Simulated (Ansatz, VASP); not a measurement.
Cd2O in VASP and in Ansatz

```
CELL_PARAMETERS angstrom
3.38626 0.00000 0.00000
-1.69313 2.93259 0.00000
0.00000 0.00000 10.15464
ATOMIC_POSITIONS crystal
Cd 0.00000 0.00000 0.00000
Cd 0.33333 0.66667 0.72619
Cd 0.66667 0.33333 0.27381
Cd 0.00000 0.00000 0.50000
O 0.33333 0.66667 0.13541
O 0.66667 0.33333 0.86459
```

Alike in both runs: functional PBE; k mesh 6 × 6 × 2; occupations gaussian, width 0.2 eV; no spin polarisation.

Ansatz relaxed the structure, and its values are those at the end. VASP's run is a single point on that final structure, the one shown.

|  | VASP | Ansatz |
| --- | --- | --- |
| version | VASP 6.6.1 | Ansatz 0.2.0 |
| potentials or method | VASP PAW PBE potentials, release 64 (Cd, O), cutoff 520 eV | scalar-relativistic, plane waves, PAW |
| valence electrons in the cell | 60 | 92 |

```csv
,VASP,Ansatz,Ansatz less VASP
gap on the k mesh at the Fermi level (eV),none,none,-
pressure (GPa),1.0,0.3,-0.72
rms of the force components (eV/Å),0.019,0.022,+0.0031
```

A gap of «none» marks a metal or a gap that the smearing closes. VASP's potentials hold 60 valence electrons a cell and Ansatz's 92, so a difference there can come from the potentials and not from the codes.
